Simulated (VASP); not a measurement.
# In2O (P4/mmm) in VASP: a series of runs

Runs on In2O. Level: PBE. Tasks: relaxation of cell and atoms, single point.

All numbers are computed with VASP 6.6.1; they aren't measurements. Logs are shortened: lines on timing, memory, paths and dates and some standing lists are left out, and cuts for length are marked.

### 1 The cell of the first run

The structure is tetragonal, space group P4/mmm (No. 123). The conventional cell has a = 4.113 Å, b = 4.113 Å, c = 2.909 Å, α = 90.00°, β = 90.00°, γ = 90.00°. In (site symmetry mmm) has 4 O at 2.52 Å and 6 In at 2.91 Å within 3.3 Å. O (site symmetry 4/mmm) has 8 In at 2.52 Å and 2 O at 2.91 Å within 3.3 Å.

### 2 Relaxation of cell and atoms, PBE

INCAR reads:

```
  PREC = Accurate
  ENCUT = 600
  EDIFF = 1E-7
  ISMEAR = 0
  SIGMA = 0.1
  LREAL = False
  LASPH = True
  NELM = 120
  ALGO = Normal
  ISIF = 3
  LWAVE = False
  LCHARG = False
  GGA = PE
  IBRION = 2
  NSW = 90
  EDIFFG = -0.04
  GGA_COMPAT = False
  NELMIN = 4
```

KPOINTS reads:

```
regular mesh
0
Gamma
  4 4 6
```

POSCAR reads:

```
In2O
1.0
    4.1132436700      0.0000000000      0.0000000000
    0.0000000000      4.1132436700      0.0000000000
    0.0000000000      0.0000000000      2.9085024900
In O
2 1
Direct
    0.0000000000      0.5000000000      0.0000000000
    0.5000000000      0.0000000000      0.0000000000
    0.5000000000      0.5000000000      0.5000000000
```

Potentials or basis: VASP PAW PBE potentials, release 64 (In_d, O).

Run with:

```bash
cat potpaw_PBE.64/In_d/POTCAR potpaw_PBE.64/O/POTCAR > POTCAR
mpirun -np 1 vasp_std > vasp.out
```

OUTCAR:

```text
PREC = Accurate
   ENCUT = 600
   EDIFF = 1E-7
   ISMEAR = 0
   LREAL = False
   LASPH = True
   NELM = 120
   ISIF = 3
   GGA = PE
   IBRION = 2
   NSW = 90
   EDIFFG = -0.04
   NELMIN = 4

 ion  position               nearest neighbor table
   1  0.000  0.500  0.000-   3 2.52   3 2.52   3 2.52   3 2.52   2 2.91   2 2.91   2 2.91   2 2.91

   2  0.500  0.000  0.000-   3 2.52   3 2.52   3 2.52   3 2.52   1 2.91   1 2.91   1 2.91   1 2.91

   3  0.500  0.500  0.500-   1 2.52   2 2.52   1 2.52   2 2.52   2 2.52   2 2.52   1 2.52   1 2.52

  LATTYP: Found a simple tetragonal cell.
 ALAT       =     4.1132436700
 C/A-ratio  =     0.7071067808

  Lattice vectors:

 A1 = (   4.1132436700,   0.0000000000,   0.0000000000)
 A2 = (   0.0000000000,   4.1132436700,   0.0000000000)
 A3 = (   0.0000000000,   0.0000000000,   2.9085024900)

Analysis of symmetry for initial positions (statically):
=====================================================================
 Subroutine PRICEL returns:
 Original cell was already a primitive cell.

 Routine SETGRP: Setting up the symmetry group for a
 simple tetragonal supercell.

 Subroutine GETGRP returns: Found 16 space group operations
 (whereof 16 operations were pure point group operations)
 out of a pool of 16 trial point group operations.

The static configuration has the point symmetry D_4h.

Analysis of symmetry for dynamics (positions and initial velocities):
=====================================================================
 Subroutine PRICEL returns:
 Original cell was already a primitive cell.

 Routine SETGRP: Setting up the symmetry group for a
 simple tetragonal supercell.

 Subroutine GETGRP returns: Found 16 space group operations
 (whereof 16 operations were pure point group operations)
 out of a pool of 16 trial point group operations.

The dynamic configuration has the point symmetry D_4h.

 Subroutine INISYM returns: Found 16 space group operations
 (whereof 16 operations are pure point group operations),
 and found     1 'primitive' translations

----------------------------------------------------------------------------------------

                                     Primitive cell

  volume of cell :      49.2083

  direct lattice vectors                    reciprocal lattice vectors
     4.113243670  0.000000000  0.000000000     0.243117131  0.000000000  0.000000000
     0.000000000  4.113243670  0.000000000     0.000000000  0.243117131  0.000000000
     0.000000000  0.000000000  2.908502490     0.000000000  0.000000000  0.343819544

  length of vectors
     4.113243670  4.113243670  2.908502490     0.243117131  0.243117131  0.343819544

  position of ions in fractional coordinates (direct lattice)
     0.000000000  0.500000000  0.000000000
     0.500000000  0.000000000  0.000000000
     0.500000000  0.500000000  0.500000000

  ion indices of the primitive-cell ions
   primitive index   ion index
                 1           1
                 2           2
                 3           3

----------------------------------------------------------------------------------------

 KPOINTS: regular mesh

Automatic generation of k-mesh.
 Grid dimensions read from file:
 generate k-points for:    4    4    6

 Generating k-lattice:

  Cartesian coordinates                     Fractional coordinates (reciprocal lattice)
     0.060779283  0.000000000  0.000000000     0.250000000  0.000000000  0.000000000
     0.000000000  0.060779283  0.000000000     0.000000000  0.250000000  0.000000000
     0.000000000  0.000000000  0.057303257     0.000000000  0.000000000  0.166666667

  Length of vectors
     0.060779283  0.060779283  0.057303257

  Shift w.r.t. Gamma in fractional coordinates (k-lattice)
     0.000000000  0.000000000  0.000000000

 Subroutine IBZKPT returns following result:
 ===========================================

 Found     24 irreducible k-points:

 Following reciprocal coordinates:
            Coordinates               Weight
  0.000000  0.000000  0.000000      1.000000
  0.250000  0.000000  0.000000      4.000000
  0.500000  0.000000  0.000000      2.000000
  0.250000  0.250000  0.000000      4.000000
  0.500000  0.250000  0.000000      4.000000
  0.500000  0.500000  0.000000      1.000000
[... 16 lines left out ...]
  0.500000  0.250000  0.500000      4.000000
  0.500000  0.500000  0.500000      1.000000
   k-points           NKPTS =     24   k-points in BZ     NKDIM =     24   number of bands    NBANDS=     20
   number of dos      NEDOS =    301   number of ions     NIONS =      3
   total plane-waves  NPLWV =  31104
   dimension x,y,z NGX =    36 NGY =   36 NGZ =   24
   dimension x,y,z NGXF=    72 NGYF=   72 NGZF=   48
   ions per type =               2   1
   NGX,Y,Z   is equivalent  to a cutoff of  14.55, 14.55, 13.72 a.u.
   NGXF,Y,Z  is equivalent  to a cutoff of  29.10, 29.10, 27.44 a.u.
 SYSTEM =  unknown system
   PREC   = accura    normal or accurate (medium, high low for compatibility)
   ISTART =      0    job   : 0-new  1-cont  2-samecut
   ICHARG =      2    charge: 1-file 2-atom 10-const
   ISPIN  =      1    spin polarized calculation?
   LNONCOLLINEAR =      F non collinear calculations
   LSORBIT =      F    spin-orbit coupling
   LASPH  =      T    aspherical Exc in radial PAW
   ENCUT  =  600.0 eV  44.10 Ry    6.64 a.u.   8.22  8.22  5.81*2*pi/ulx,y,z
   NELM   =    120;   NELMIN=  4; NELMDL= -5     # of ELM steps
   EDIFF  = 0.1E-06   stopping-criterion for ELM
   LREAL  =      F    real-space projection
   EDIFFG = -.4E-01   stopping-criterion for IOM
   NSW    =     90    number of steps for IOM
   IBRION =      2    ionic relax: 0-MD 1-quasi-New 2-CG
   NFREE  =      1    steps in history (QN), initial steepest desc. (CG)
   ISIF   =      3    stress and relaxation
   ISYM   =      2    0-nonsym 1-usesym 2-fastsym
   POTIM  = 0.5000    time-step for ionic-motion
   TEBEG  =    0.0;   TEEND  =   0.0 temperature during run
   PSTRESS=    0.0 pullay stress
   NELECT =      32.0000    total number of electrons
   NUPDOWN=      -1.0000    fix difference up-down
   EMIN   =  10.00;   EMAX   =-10.00  energy-range for DOS
   EFERMI =   0.00;   METHOD = LEGACY
   ISMEAR =     0;   SIGMA  =   0.10  broadening in eV -4-tet -1-fermi 0-gaus
   EFERMI_NEDOS =   21; number of points for ismear=-14 and -15
   IALGO  =     38    algorithm
   IMIX   =      4    mixing-type and parameters
     AMIX     =   0.40;   BMIX     =  1.00
     AMIX_MAG =   1.60;   BMIX_MAG =  1.00
  volume/ion in A,a.u.               =      16.40       110.69
  Fermi-wavevector in a.u.,A,eV,Ry     =   1.418335  2.680264 27.370476  2.011673
  Thomas-Fermi vector in A             =   2.539471
   LORBIT       =      0    0 simple, 1 ext, 2 COOP (PROOUT), +10 PAW based schemes
   GGA     = PE    functional components
   LHFCALC =     F    Hartree Fock is set to
   AEXX    =    0.0000 exact exchange contribution
   IVDW    =     0    specifies the selected vdW correction
   LEPSILON=     F    determine dielectric tensor
   LRPA    =     F    only Hartree local field effects (RPA)
 conjugate gradient relaxation of ions
 non-spin polarized calculation
 Gauss-broadening in eV      SIGMA  =   0.10
  energy-cutoff  :      600.00
  volume of cell :       49.21
 maximum number of plane-waves:      1680
 NGX is ok and might be reduce to    36
   NGX = 17   NGY = 17   NGZ = 11

--------------------------------------- Ionic step        1  -------------------------------------------

 number of electron      31.9999982 magnetization

 Free energy of the ion-electron system (eV)
  ---------------------------------------------------
  ext. energy  EPLUGINS =         0.00000000
  ---------------------------------------------------
  free energy    TOTEN  =       -10.27308837 eV

  energy without entropy =      -10.26284636  energy(sigma->0) =      -10.26796736

------------------------ aborting loop because EDIFF is reached ----------------------------------------

  FORCE on cell =-STRESS in cart. coord.  units (eV):
  Direction    XX          YY          ZZ          XY          YZ          ZX
  --------------------------------------------------------------------------------------
  -------------------------------------------------------------------------------------
  Total        5.2809651      5.2809651      6.7732712      0.0000000     -0.0000000      0.0000000
  in kB      171.9434203    171.9434203    220.5315513      0.0000000     -0.0000000      0.0000000
  external PRESSURE =     188.1394640 kB  Pullay stress =       0.0000000 kB
[... 22 lines left out ...]
  energy  without entropy=      -10.2628463563  energy(sigma->0) =      -10.26796736

--------------------------------------- Ionic step        2  -------------------------------------------

 number of electron      32.0000001 magnetization

 E-fermi :   5.6553     XC(G=0):  -9.9994

 val. band max:        5.5489407155   @ k =   0.2500   0.0000   0.5000
 cond. band min:       5.7144808192   @ k =   0.0000   0.0000   0.3333
 fundamental gap:      0.1655401037
 Fermi energy:         5.6553014791

 k-point     1 :       0.0000    0.0000    0.0000
  band No.  band energies     occupation
      1     -11.2259      2.00000
      2      -8.7974      2.00000
      3      -8.7757      2.00000
      4      -8.5502      2.00000
      5      -8.4550      2.00000
      6      -8.4041      2.00000
[... 12 lines left out ...]
     19      11.9289      0.00000
[... 673 lines left out ...]
  energy  without entropy=      -10.8483150509  energy(sigma->0) =      -10.85056694

--------------------------------------- Ionic step        6  -------------------------------------------

 number of electron      31.9999992 magnetization

 Free energy of the ion-electron system (eV)
  ---------------------------------------------------
  ext. energy  EPLUGINS =         0.00000000
  ---------------------------------------------------
  free energy    TOTEN  =       -10.85883203 eV

  energy without entropy =      -10.85227883  energy(sigma->0) =      -10.85555543

 E-fermi :   6.3866     XC(G=0): -10.2706

 val. band max:        6.3057509922   @ k =   0.2500   0.2500   0.0000
 cond. band min:       6.4616396111   @ k =   0.2500   0.2500   0.1667
 fundamental gap:      0.1558886190
 Fermi energy:         6.3865530635

 k-point     1 :       0.0000    0.0000    0.0000
  band No.  band energies     occupation
      1     -10.9358      2.00000
      2      -8.3192      2.00000
      3      -8.2074      2.00000
      4      -7.9242      2.00000
      5      -7.8993      2.00000
      6      -7.8326      2.00000
[... 12 lines left out ...]
     19      12.6830      0.00000
[... 558 lines left out ...]
  FREE ENERGIE OF THE ION-ELECTRON SYSTEM (eV)
  ---------------------------------------------------
  free  energy   TOTEN  =       -10.8588320340 eV

  energy  without entropy=      -10.8522788304  energy(sigma->0) =      -10.85555543

 reached required accuracy - stopping structural energy minimisation
```

Wall time 3.4 min (1 thread of Intel Xeon 8259CL, shared host); peak memory 0.2 GiB.

Results:

- Free energy: -10.8588 eV
- Relaxed volume: 20.22 Å³/atom
- Relaxed cell: a = 4.313 Å, b = 4.313 Å, c = 3.261 Å, α = 90.00°, β = 90.00°, γ = 90.00°
- Space group after relaxing (to 0.05 Å): P4/mmm (No. 123)
- Energy gained by relaxing: 195.2 meV/atom
- Ionic steps: 6
- Pressure after relaxing: -0.1 GPa
- Band gap on the k mesh: zero (band 16 reaches 6.87 eV, above the bottom of band 17 at 5.54 eV)

Step by step:
```
step  energy change (eV)  largest force (eV/Å)  pressure (GPa)  volume (Å³)
   1              0.0000                0.0000           18.81        49.21
   2             -0.5257                0.0000           -3.04        64.23
   3             -0.5601                0.0000           -0.06        60.44
   4             -0.5602                0.0000           -0.29        60.68
   5             -0.5797                0.0000           -0.23        60.69
   6             -0.5857                0.0000           -0.09        60.67
```

Final structure:
```cif
data_structure
_symmetry_space_group_name_H-M 'P 1'
_symmetry_Int_Tables_number 1
_cell_length_a 4.3134
_cell_length_b 4.3134
_cell_length_c 3.2608
_cell_angle_alpha 90.000
_cell_angle_beta 90.000
_cell_angle_gamma 90.000
_cell_volume 60.67
loop_
_atom_site_label
_atom_site_type_symbol
_atom_site_fract_x
_atom_site_fract_y
_atom_site_fract_z
_atom_site_occupancy
In1 In 0.00000 0.50000 0.00000 1
In2 In 0.50000 0.00000 0.00000 1
O1 O 0.50000 0.50000 0.50000 1
```

Levels at points of the mesh, in eV from the Fermi level:
| k point | band 12 | band 13 | band 14 | band 15 | band 16 | band 17 | band 18 | band 19 | band 20 |
| --- | --- | --- | --- | --- | --- | --- | --- | --- | --- |
| (0.00, 0.00, 0.00) | -6.94 | -3.64 | -3.64 | -2.10 | -1.02 | 2.42 | 2.42 | 6.30 | 7.39 |
| (0.50, 0.00, 0.00) | -7.13 | -4.68 | -3.21 | -1.87 | -0.62 | 2.47 | 3.89 | 5.23 | 6.21 |
| (0.50, 0.50, 0.00) | -6.00 | -6.00 | -2.98 | -1.66 | 0.37 | 0.37 | 0.59 | 8.70 | 8.70 |
| (0.00, 0.00, 0.50) | -6.69 | -2.22 | -2.22 | -1.30 | -0.65 | 1.94 | 1.94 | 2.46 | 2.65 |
| (0.50, 0.00, 0.50) | -5.51 | -3.83 | -3.72 | -2.20 | 0.39 | 0.81 | 2.26 | 4.70 | 4.73 |
| (0.50, 0.50, 0.50) | -4.64 | -3.68 | -3.68 | -1.95 | -1.95 | -0.84 | 3.23 | 3.23 | 3.91 |

Caveat: the k points lie up to 0.36 Å⁻¹ apart in the final cell; the volume moved by over 15 % at a fixed basis, so the end points are rough; spin-orbit coupling is left out, which moves the levels of the heavy elements.

### 3 Single point, PBE, collinear spin, ferromagnetic start

This run uses another cell than the first one, of 20.14 Å³/atom, 1.228 times its volume.

INCAR reads:

```
SYSTEM = In2O
PREC = Accurate
ENCUT = 600
EDIFF = 1E-6
ISMEAR = 0
SIGMA = 0.1
LREAL = .False.
LASPH = .True.
NELM = 200
ALGO = Normal
ISIF = 2
LWAVE = .False.
LCHARG = .True.
ISPIN = 2
MAGMOM = 0 0 1
LORBIT = 11
GGA = PE
LELF = .True.
LVHAR = .True.
NBANDS = 27
GGA_COMPAT = .False.
```

KPOINTS reads:

```
regular mesh
0
Gamma
  4 4 6
  0 0 0
```

POSCAR reads:

```
In2O
1.0
    4.3121000507      0.0000000000      0.0000000000
    0.0000000000      4.3121000507      0.0000000000
    0.0000000000      0.0000000000      3.2493314160
In O
2 1
Direct
    0.0000000000      0.5000000000      0.0000000000
    0.5000000000      0.0000000000      0.0000000000
    0.5000000000      0.5000000000      0.5000000000
```

Potentials or basis: VASP PAW PBE potentials, release 64 (In_d, O).

Run with:

```bash
cat potpaw_PBE.64/In_d/POTCAR potpaw_PBE.64/O/POTCAR > POTCAR
mpirun -np 1 vasp_std > vasp.out
```

Run time: 2.1 min. Hardware: 1 thread of Intel Xeon 8259CL, shared host; peak memory 0.25 GiB.

It converged, with:

```yaml
Free_energy: -10.8675 eV
Pressure: 0.1 GPa
Band_gap_on_the_k_mesh: zero (filled and empty bands overlap)
Net_moment: 0.00 μB per cell
Valence_electrons_inside_the_program's_atomic_spheres: In 11.28; O 4.83
```

Stress tensor (GPa, compression positive):
```
0.04 0.00 0.00
0.00 0.04 0.00
0.00 0.00 0.28
```

Levels at points of the mesh, in eV from the Fermi level:
Spin up:
| k point | band 12 | band 13 | band 14 | band 15 | band 16 | band 17 | band 18 | band 19 | band 20 | band 21 |
| --- | --- | --- | --- | --- | --- | --- | --- | --- | --- | --- |
| (0.00, 0.00, 0.00) | -6.95 | -3.67 | -3.67 | -2.10 | -1.03 | 2.42 | 2.42 | 6.32 | 7.46 | 9.51 |
| (0.50, 0.00, 0.00) | -7.16 | -4.69 | -3.24 | -1.87 | -0.62 | 2.46 | 3.89 | 5.25 | 6.23 | 8.09 |
| (0.50, 0.50, 0.00) | -6.02 | -6.02 | -3.00 | -1.66 | 0.38 | 0.38 | 0.61 | 8.78 | 8.78 | 10.65 |
| (0.00, 0.00, 0.50) | -6.68 | -2.23 | -2.23 | -1.31 | -0.64 | 1.96 | 1.96 | 2.49 | 2.63 | 9.72 |
| (0.50, 0.00, 0.50) | -5.52 | -3.85 | -3.70 | -2.21 | 0.41 | 0.79 | 2.25 | 4.72 | 4.75 | 6.19 |
| (0.50, 0.50, 0.50) | -4.66 | -3.70 | -3.70 | -1.92 | -1.92 | -0.83 | 3.22 | 3.22 | 3.91 | 4.61 |
Spin down:
```csv
k point,band 13,band 14,band 15,band 16,band 17,band 18,band 19,band 20
"(0.00, 0.00, 0.00)",-3.67,-3.67,-2.10,-1.03,2.42,2.42,6.32,7.46
"(0.50, 0.00, 0.00)",-4.69,-3.24,-1.87,-0.62,2.46,3.89,5.25,6.23
"(0.50, 0.50, 0.00)",-6.02,-3.00,-1.66,0.38,0.38,0.61,8.78,8.78
"(0.00, 0.00, 0.50)",-2.23,-2.23,-1.31,-0.64,1.96,1.96,2.49,2.63
"(0.50, 0.00, 0.50)",-3.85,-3.70,-2.21,0.41,0.79,2.25,4.72,4.75
"(0.50, 0.50, 0.50)",-3.70,-3.70,-1.92,-1.92,-0.83,3.22,3.22,3.91
```

Caveat: the k points lie up to 0.36 Å⁻¹ apart; spin-orbit coupling is left out, which moves the levels of the heavy elements.
